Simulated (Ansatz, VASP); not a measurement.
**La: VASP beside Ansatz**

The input INCAR:

```
SYSTEM = La
  PREC = Accurate
  ENCUT = 520
  EDIFF = 1E-8
  ISMEAR = -1
  SIGMA = 0.05
  LREAL = .FALSE.
  LASPH = .TRUE.
  NELM = 100
  ALGO = Normal
  ISIF = 2
  LWAVE = .FALSE.
  LCHARG = .FALSE.
  GGA = CA
  LEFG = .TRUE.
  NBANDS = 18
```

File KPOINTS:

```
Automatic mesh
0
G
  11 11 6
  0 0 0
```

Contents of POSCAR:

```
La
1.0
    3.7374601441      0.0000000000      0.0000000000
   -1.8687300720      3.2367354304      0.0000000000
    0.0000000000      0.0000000000      6.0496988450
La
2
Direct
    0.3333333333      0.6666666667      0.2500000000
    0.6666666667      0.3333333333      0.7500000000
```

Input for Ansatz:

```yaml
crystal:
  lattice:
    - [3.7374601441, 0.0, 0.0]
    - [-1.868730072, 3.2367354304, 0.0]
    - [0.0, 0.0, 6.049698845]
  atoms:
    - { symbol: La, position: [0.3333333333, 0.6666666667, 0.25] }
    - { symbol: La, position: [0.6666666667, 0.3333333333, 0.75] }
kpoints:
  mp_grid: { grid: [11, 11, 6] }
scf:
  occupations: { method: fermi_dirac, width: 0.05 }
hamiltonian:
  xc: lda
  pseudopotentials: { kind: paw }
output:
  forces: true
  stress: true
  eigenvalues: true
  efg: { contact_densities: true }
```

Change from the starting cell: volume scaled by 0.99, PAW files.

Alike in both runs: task electric field gradients; functional LDA; k mesh 11 × 11 × 6; occupations fermi-dirac, width 0.05 eV; no spin polarisation.

|  | VASP | Ansatz |
| --- | --- | --- |
| version | VASP 6.6.1 | Ansatz 0.2.0 |
| potentials or method | VASP PAW LDA potentials, release 64 (La) | PAW with Ansatz's default frozen-core files, scalar-relativistic |
| plane-wave cutoff (eV) | 520 | 420 |
| valence electrons in the cell | 22 | 22 |

```csv
,VASP,Ansatz,Ansatz less VASP
pressure (GPa),-2.9,-2.8,+0.06
"traceless stress, the component that is largest in VASP (GPa)",-0.07,-0.07,+0.002
size of Vzz on the site where it differs most (V/Å²),10.8,9.4,-1.36
```

LDA's correlation is that of Perdew and Zunger in VASP and of Perdew and Wang (1992) in Ansatz.

Neither program's run includes spin-orbit coupling.
